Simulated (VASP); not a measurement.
# Zr (Im-3m) in VASP: further runs

Runs on Zr. Level: LDA. Tasks: single point, relaxation of cell and atoms.

All numbers are computed with VASP 6.6.1; they aren't measurements. Logs are shortened: lines on timing, memory, paths and dates and some standing lists are left out, and cuts for length are marked.

## (1) The cell of the first run

Symmetry: Im-3m, No. 229, cubic system. The conventional cell has a = 3.482 Å, b = 3.482 Å, c = 3.482 Å, α = 90.00°, β = 90.00°, γ = 90.00°. Within 4.0 Å of Zr (site symmetry m-3m) lie 14 Zr at 3.02 to 3.48 Å.

## (2) Single point, LDA

Input file INCAR:

```
ALGO = Normal
EDIFF = 1E-6
ENCUT = 520
ISIF = 2
ISMEAR = 0
LASPH = T
LCHARG = F
LREAL = F
LWAVE = F
NBANDS = 12
NELM = 60
PREC = Accurate
SIGMA = 0.1
```

Input file KPOINTS:

```
k-points
0
Gamma
  16 16 16
```

Input file POSCAR:

```
Zr
1.0
   -1.7408921646      1.7408921646      1.7408921646
    1.7408921646     -1.7408921646      1.7408921646
    1.7408921646      1.7408921646     -1.7408921646
Zr
1
Direct
    0.0000000000      0.0000000000      0.0000000000
```

Potentials or basis: VASP PAW LDA potentials, release 64 (Zr_sv).

Run with:

```bash
> cat potpaw_LDA.64/Zr_sv/POTCAR > POTCAR
> mpirun -np 1 vasp_std > vasp.out
```

OUTCAR:

```text
EDIFF = 1E-6
   ENCUT = 520
   ISIF = 2
   ISMEAR = 0
   LASPH = T
   LREAL = F
   NELM = 60
   PREC = Accurate

 ion  position               nearest neighbor table
   1  0.000  0.000  0.000-

  LATTYP: Found a body centered cubic cell.
 ALAT       =     3.4817843292

  Lattice vectors:

 A1 = (  -1.7408921646,   1.7408921646,   1.7408921646)
 A2 = (   1.7408921646,  -1.7408921646,   1.7408921646)
 A3 = (   1.7408921646,   1.7408921646,  -1.7408921646)

Analysis of symmetry for initial positions (statically):
=====================================================================
 Subroutine PRICEL returns:
 Original cell was already a primitive cell.

 Routine SETGRP: Setting up the symmetry group for a
 body centered cubic supercell.

 Subroutine GETGRP returns: Found 48 space group operations
 (whereof 48 operations were pure point group operations)
 out of a pool of 48 trial point group operations.

The static configuration has the point symmetry O_h .

Analysis of symmetry for dynamics (positions and initial velocities):
=====================================================================
 Subroutine PRICEL returns:
 Original cell was already a primitive cell.

 Routine SETGRP: Setting up the symmetry group for a
 body centered cubic supercell.

 Subroutine GETGRP returns: Found 48 space group operations
 (whereof 48 operations were pure point group operations)
 out of a pool of 48 trial point group operations.

The dynamic configuration has the point symmetry O_h .

 Subroutine INISYM returns: Found 48 space group operations
 (whereof 48 operations are pure point group operations),
 and found     1 'primitive' translations

----------------------------------------------------------------------------------------

                                     Primitive cell

  volume of cell :      21.1045

  direct lattice vectors                    reciprocal lattice vectors
    -1.740892165  1.740892165  1.740892165     0.000000000  0.287209059  0.287209059
     1.740892165 -1.740892165  1.740892165     0.287209059  0.000000000  0.287209059
     1.740892165  1.740892165 -1.740892165     0.287209059  0.287209059  0.000000000

  length of vectors
     3.015313680  3.015313680  3.015313680     0.406174946  0.406174946  0.406174946

  position of ions in fractional coordinates (direct lattice)
     0.000000000  0.000000000  0.000000000

  ion indices of the primitive-cell ions
   primitive index   ion index
                 1           1

----------------------------------------------------------------------------------------

 KPOINTS: k-points

Automatic generation of k-mesh.
 Grid dimensions read from file:
 generate k-points for:   16   16   16

 Generating k-lattice:

  Cartesian coordinates                     Fractional coordinates (reciprocal lattice)
     0.000000000  0.017950566  0.017950566     0.062500000  0.000000000  0.000000000
     0.017950566  0.000000000  0.017950566     0.000000000  0.062500000  0.000000000
     0.017950566  0.017950566  0.000000000     0.000000000  0.000000000  0.062500000

  Length of vectors
     0.025385934  0.025385934  0.025385934

  Shift w.r.t. Gamma in fractional coordinates (k-lattice)
     0.000000000  0.000000000  0.000000000

 Subroutine IBZKPT returns following result:
 ===========================================

 Found    145 irreducible k-points:

 Following reciprocal coordinates:
            Coordinates               Weight
  0.000000  0.000000  0.000000      1.000000
  0.062500  0.000000  0.000000     12.000000
  0.125000  0.000000  0.000000     12.000000
  0.187500  0.000000  0.000000     12.000000
  0.250000  0.000000  0.000000     12.000000
  0.312500  0.000000  0.000000     12.000000
[... 16 lines left out ...]
  0.187500  0.187500  0.000000     24.000000
  0.250000  0.187500  0.000000     48.000000
 [... further k-points ...]
   k-points           NKPTS =    145   k-points in BZ     NKDIM =    145   number of bands    NBANDS=     12
   number of dos      NEDOS =    301   number of ions     NIONS =      1
   total plane-waves  NPLWV =  13824
   dimension x,y,z NGX =    24 NGY =   24 NGZ =   24
   dimension x,y,z NGXF=    48 NGYF=   48 NGZF=   48
   ions per type =               1
   NGX,Y,Z   is equivalent  to a cutoff of  13.23, 13.23, 13.23 a.u.
   NGXF,Y,Z  is equivalent  to a cutoff of  26.46, 26.46, 26.46 a.u.
 SYSTEM =  unknown system
   PREC   = accura    normal or accurate (medium, high low for compatibility)
   ISTART =      0    job   : 0-new  1-cont  2-samecut
   ICHARG =      2    charge: 1-file 2-atom 10-const
   ISPIN  =      1    spin polarized calculation?
   LNONCOLLINEAR =      F non collinear calculations
   LSORBIT =      F    spin-orbit coupling
   LASPH  =      T    aspherical Exc in radial PAW
   ENCUT  =  520.0 eV  38.22 Ry    6.18 a.u.   5.61  5.61  5.61*2*pi/ulx,y,z
   NELM   =     60;   NELMIN=  2; NELMDL= -5     # of ELM steps
   EDIFF  = 0.1E-05   stopping-criterion for ELM
   LREAL  =      F    real-space projection
   EDIFFG = 0.1E-04   stopping-criterion for IOM
   NSW    =      0    number of steps for IOM
   IBRION =     -1    ionic relax: 0-MD 1-quasi-New 2-CG
   NFREE  =      0    steps in history (QN), initial steepest desc. (CG)
   ISIF   =      2    stress and relaxation
   ISYM   =      2    0-nonsym 1-usesym 2-fastsym
   POTIM  = 0.5000    time-step for ionic-motion
   TEBEG  =    0.0;   TEEND  =   0.0 temperature during run
   PSTRESS=    0.0 pullay stress
   NELECT =      12.0000    total number of electrons
   NUPDOWN=      -1.0000    fix difference up-down
   EMIN   =  10.00;   EMAX   =-10.00  energy-range for DOS
   EFERMI =   0.00;   METHOD = LEGACY
   ISMEAR =     0;   SIGMA  =   0.10  broadening in eV -4-tet -1-fermi 0-gaus
   EFERMI_NEDOS =   21; number of points for ismear=-14 and -15
   IALGO  =     38    algorithm
   IMIX   =      4    mixing-type and parameters
     AMIX     =   0.40;   BMIX     =  1.00
     AMIX_MAG =   1.60;   BMIX_MAG =  1.00
  volume/ion in A,a.u.               =      21.10       142.42
  Fermi-wavevector in a.u.,A,eV,Ry     =   1.356261  2.562962 25.027166  1.839445
  Thomas-Fermi vector in A             =   2.483279
   LORBIT       =      0    0 simple, 1 ext, 2 COOP (PROOUT), +10 PAW based schemes
   GGA     = CA    functional components
   LHFCALC =     F    Hartree Fock is set to
   AEXX    =    0.0000 exact exchange contribution
   IVDW    =     0    specifies the selected vdW correction
   LEPSILON=     F    determine dielectric tensor
   LRPA    =     F    only Hartree local field effects (RPA)
 non-spin polarized calculation
 Gauss-broadening in eV      SIGMA  =   0.10
  energy-cutoff  :      520.00
  volume of cell :       21.10
 maximum number of plane-waves:       586
   NGX = 11   NGY = 11   NGZ = 11

 number of electron      12.0000000 magnetization

 Free energy of the ion-electron system (eV)
  ---------------------------------------------------
  ext. energy  EPLUGINS =         0.00000000
  ---------------------------------------------------
  free energy    TOTEN  =        -9.25120791 eV

  energy without entropy =       -9.24319334  energy(sigma->0) =       -9.24720063

 E-fermi :   9.6249     XC(G=0): -11.7417

 val. band max:        9.6211237834   @ k =   0.2500   0.0000   0.0000
 cond. band min:       9.6432839962   @ k =   0.3125   0.2500   0.1250
 fundamental gap:      0.0221602128
 Fermi energy:         9.6248857740

 k-point     1 :       0.0000    0.0000    0.0000
  band No.  band energies     occupation
      1     -38.4069      2.00000
      2     -15.8858      2.00000
      3     -15.8858      2.00000
      4     -15.8858      2.00000
      5       4.1580      2.00000
      6      10.7639      0.00000
      7      10.7639      0.00000
      8      10.7639      0.00000
      9      13.5280      0.00000
     10      13.5280      0.00000
     11      22.3829      0.00000
     12      22.3829      0.00000

 k-point     2 :       0.0625    0.0000    0.0000
  band No.  band energies     occupation
      1     -38.3984      2.00000
      2     -15.9412      2.00000
      3     -15.9023      2.00000
      4     -15.8864      2.00000
      5       4.3082      2.00000
      6      10.6614      0.00000
      7      10.7321      0.00000
      8      10.9104      0.00000
      9      13.3609      0.00000
     10      13.5248      0.00000
     11      22.5219      0.00000
     12      22.6517      0.00000

 k-point     3 :       0.1250    0.0000    0.0000
  band No.  band energies     occupation
      1     -38.3738      2.00000
      2     -16.0966      2.00000
      3     -15.9490      2.00000
      4     -15.8879      2.00000
      5       4.7346      2.00000
      6      10.3867      0.00000
      7      10.5949      0.00000
      8      11.3437      0.00000
      9      13.0532      0.00000
     10      13.5278      0.00000
     11      22.8547      0.00000
     12      23.4231      0.00000
[... 286 lines left out ...]
 k-point    23 :       0.1875    0.1875    0.0000
  band No.  band energies     occupation
      1     -38.2378      2.00000
      2     -16.8012      2.00000
      3     -16.2059      2.00000
      4     -15.9842      2.00000
      5       6.9959      2.00000
      6       9.2265      2.00000
      7       9.6093      1.17435
      8      12.7374      0.00000
      9      14.2222      0.00000
     10      14.6983      0.00000
     11      22.5152      0.00000
     12      24.0306      0.00000

 k-point    24 :       0.2500    0.1875    0.0000
  band No.  band energies     occupation
      1     -38.2027      2.00000
      2     -16.9334      2.00000
      3     -16.3170      2.00000
      4     -16.0021      2.00000
      5       7.3969      2.00000
      6       9.0105      2.00000
      7       9.7018      0.27683
      8      12.9645      0.00000
      9      14.3242      0.00000
     10      15.9304      0.00000
     11      21.6558      0.00000
     12      23.3829      0.00000

 [... further k-points ...]
[... 5 lines left out ...]
  --------------------------------------------------------------------------------------
  -------------------------------------------------------------------------------------
  Total        0.0093994      0.0093994      0.0093994      0.0000000      0.0000000      0.0000000
  in kB        0.7135695      0.7135695      0.7135695      0.0000000      0.0000000      0.0000000
  external PRESSURE =       0.7135695 kB  Pullay stress =       0.0000000 kB

 VOLUME and BASIS-vectors are now :
 -----------------------------------------------------------------------------
  energy-cutoff  :      520.00
  volume of cell :       21.10
      direct lattice vectors                 reciprocal lattice vectors
    -1.740892165  1.740892165  1.740892165     0.000000000  0.287209059  0.287209059
     1.740892165 -1.740892165  1.740892165     0.287209059  0.000000000  0.287209059
     1.740892165  1.740892165 -1.740892165     0.287209059  0.287209059  0.000000000

 POSITION                                       TOTAL-FORCE (eV/Angst)
 -----------------------------------------------------------------------------------
      0.00000      0.00000      0.00000        -0.000000      0.000000      0.000000
 -----------------------------------------------------------------------------------
    total drift:                                0.000000      0.000000      0.000000

  FREE ENERGIE OF THE ION-ELECTRON SYSTEM (eV)
  ---------------------------------------------------
  free  energy   TOTEN  =        -9.2512079116 eV

  energy  without entropy=       -9.2431933411  energy(sigma->0) =       -9.24720063
```

Wall time 12 s (1 thread of Intel Xeon Platinum 8488C (Sapphire Rapids), shared host); peak memory 0.15 GiB.

Results:

```yaml
Free_energy: -9.2512 eV
Pressure: 0.1 GPa
Band_gap_on_the_k_mesh: zero (band 6 reaches 10.76 eV, above the bottom of band 7 at 8.88 eV)
```

## (3) Relaxation of cell and atoms, LDA

This run uses another cell than the first one, of 22.84 Å³/atom, 1.082 times its volume.

Input file INCAR:

```
  ALGO = Normal
  EDIFF = 1E-7
  EDIFFG = -0.005
  ENCUT = 600
  GGA = CA
  IBRION = 2
  ISIF = 3
  ISMEAR = 0
  LASPH = T
  LCHARG = F
  LREAL = F
  LWAVE = F
  NELM = 100
  NSW = 70
  PREC = Accurate
  SIGMA = 0.1
```

KPOINTS is that of step 2.

Input file POSCAR:

```
Zr
1.0
   -1.7872809733      1.7872809733      1.7872809733
    1.7872809733     -1.7872809733      1.7872809733
    1.7872809733      1.7872809733     -1.7872809733
Zr
1
Direct
    0.0000000000      0.0000000000      0.0000000000
```

Potentials or basis: VASP PAW LDA potentials, release 64 (Zr_sv).

Run with:

```bash
> cat potpaw_LDA.64/Zr_sv/POTCAR > POTCAR
> mpirun -np 1 vasp_std > vasp.out
```

Wall time 1.7 min (1 thread of Intel Xeon Platinum 8488C (Sapphire Rapids), shared host); peak memory 0.18 GiB.

Results (log left out):

```
Free energy                            : -9.2517 eV
Relaxed volume                         : 21.13 Å³/atom
Relaxed cell                           : a = 3.016 Å, b = 3.016 Å, c = 3.016 Å, α = 109.47°, β = 109.47°, γ = 109.47°
Space group after relaxing (to 0.05 Å) : Im-3m (No. 229)
Energy gained by relaxing              : 37.9 meV/atom
Ionic steps                            : 6
Pressure after relaxing                : 0.0 GPa
Band gap on the k mesh                 : zero (band 6 reaches 10.75 eV, above the bottom of band 7 at 8.87 eV)
```

Step by step:
| step | energy change (eV) | largest force (eV/Å) | pressure (GPa) | volume (Å³) |
| --- | --- | --- | --- | --- |
| 1 | 0.0000 | 0.0000 | -6.75 | 22.84 |
| 2 | -0.0110 | 0.0000 | 6.78 | 19.80 |
| 3 | -0.0379 | 0.0000 | -0.05 | 21.14 |
| 4 | -0.0379 | 0.0000 | 0.10 | 21.10 |
| 5 | -0.0379 | 0.0000 | -0.06 | 21.14 |
| 6 | -0.0379 | 0.0000 | 0.00 | 21.13 |

Final structure:
```yaml
crystal:
  lattice:
    - [-1.74148, 1.74148, 1.74148]
    - [1.74148, -1.74148, 1.74148]
    - [1.74148, 1.74148, -1.74148]
  atoms:
    - { symbol: Zr, position: [0.00000, 0.00000, 0.00000] }
```

Levels at points of the mesh, in eV from the Fermi level:
```
           k point  band 4  band 5  band 6  band 7  band 8  band 9
(0.00, 0.00, 0.00)  -25.51   -5.47    1.14    1.14    1.14    3.90
(0.50, 0.00, 0.00)  -25.53   -3.06   -0.87    2.13    3.94    4.68
(0.50, 0.50, 0.50)  -26.42   -2.95   -2.95    6.30    6.30    6.30
```
